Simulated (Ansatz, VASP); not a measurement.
# Al in VASP and in Ansatz

```
Al
1.0
     0.00000    2.10494    2.18590
     2.10494    0.00000    2.18590
     2.10494    2.10494    0.00000
Al
1
Cartesian
  0.0000 0.0000 0.0000
```

Change from the starting cell: strain +0.040 along x and y, +0.080 along z, atoms carried along.

Alike in both runs: task single point; functional r2SCAN; k mesh 20 × 20 × 20; occupations gaussian, width 0.15 eV; no spin polarisation.

|  | VASP | Ansatz |
| --- | --- | --- |
| version | VASP 6.6.1 | Ansatz 0.2.0 |
| potentials or method | VASP PAW PBE potentials, release 64 (Al), cutoff 520 eV | scalar-relativistic, plane waves, PAW |
| valence electrons in the cell | 3 | 3 |

|  | VASP | Ansatz | Ansatz less VASP |
| --- | --- | --- | --- |
| gap on the k mesh at the Fermi level (eV) | none | none | - |
| pressure (GPa) | -11.5 | -11.3 | +0.18 |
| traceless stress, the component that is largest in VASP (GPa) | -0.74 | -0.74 | +0.001 |

VASP's potentials were made for PBE, not for r2SCAN. A gap of «none» marks a metal or a gap that the smearing closes.
